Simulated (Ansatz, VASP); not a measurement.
# Ru: VASP beside Ansatz

```
Ru
1.0
     0.00000    1.90508    1.90508
     1.90508    0.00000    1.90508
     1.90508    1.90508    0.00000
Ru
1
Direct
  0.00000 0.00000 0.00000
```

Alike in both runs: task single point; functional PBE; k mesh 18 × 18 × 18; occupations gaussian, width 0.1 eV; no spin polarisation.

```csv
,VASP,Ansatz
version,VASP 6.6.1,Ansatz 0.2.0
potentials or method,"VASP PAW PBE potentials, release 64 (Ru_pv), cutoff 520 eV","scalar-relativistic, plane waves, PAW"
valence electrons in the cell,14,16
```

|  | VASP | Ansatz | Ansatz less VASP |
| --- | --- | --- | --- |
| gap on the k mesh at the Fermi level (eV) | none | none | - |
| pressure (GPa) | -0.2 | 0.0 | +0.21 |

A gap of «none» marks a metal or a gap that the smearing closes. The functional is the same, so the differences come from potentials, cutoffs and numerics. VASP's potentials hold 14 valence electrons a cell and Ansatz's 16, so a difference there can come from the potentials and not from the codes.
